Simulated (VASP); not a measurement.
Wanted: the native input for a VASP 6.6.1 run.

| Property | Result |
| --- | --- |
| Task | single point |
| Functional | BLYP |
| Dispersion | D4 |
| Potentials or basis | VASP PAW PBE potentials, release 64 (C) |
| Cutoff | 520 eV |
| k mesh | 12 × 12 × 4 |
| Occupations | fermi-dirac, width 0.05 eV |
| Spin | no spin polarisation |
| Dipole correction | no |
| Further INCAR settings | ALGO = Normal; EDIFF = 1e-07; NBANDS = 26 |

The structure of C lies in POSCAR:

```
C
1.0
    2.5715654994      0.0000000000      0.0000000000
   -1.2857827497      2.2270410500      0.0000000000
    0.0000000000      0.0000000000      8.3986527796
C
8
Direct
    0.6666666667      0.3333333333      0.8437500000
    0.3333333333      0.6666666667      0.3437500000
    0.6666666667      0.3333333333      0.6562500000
    0.3333333333      0.6666666667      0.1562500000
    0.0000000000      0.0000000000      0.9062500000
    0.0000000000      0.0000000000      0.4062500000
    0.0000000000      0.0000000000      0.5937500000
    0.0000000000      0.0000000000      0.0937500000
```

These files were run (other wordings do the same):

INCAR

```
SYSTEM = C
PREC = Accurate
ENCUT = 520
EDIFF = 1E-7
ISMEAR = -1
SIGMA = 0.05
LREAL = .FALSE.
LASPH = .TRUE.
NELM = 80
ALGO = Normal
ISIF = 2
LWAVE = .FALSE.
LCHARG = .FALSE.
GGA = B5
ALDAX = 1.0
AGGAX = 1.0
AGGAC = 1.0
ALDAC = 0.0
IVDW = 13
VDW_S6 = 1.0
VDW_S8 = 2.34076671
VDW_A1 = 0.44488865
VDW_A2 = 4.0933009
NBANDS = 26
```

KPOINTS

```
Automatic mesh
0
G
  12 12 4
  0 0 0
```

Potentials or basis: VASP PAW PBE potentials, release 64 (C).

Launch:

```sh
$ cat potpaw_PBE.64/C/POTCAR > POTCAR
$ mpirun -np 1 vasp_std > vasp.out
```

It gave:

```
Pressure                   : -21.0 GPa
Largest force              : 0.302 eV/Å
Band gap on the k mesh     : 4.59 eV (least direct gap 5.21 eV)
Dispersion energy per atom : -0.394 eV
```

Caveat: the cell stands under tension; the PAW data sets were made with another functional, which shifts forces and pressure a little.

Wall time 84 s on 1 thread of Intel(R) Xeon(R) Platinum 8259CL CPU @ 2.50GHz (Skylake/Cascade Lake), on a shared host, peak memory 0.18 GiB.
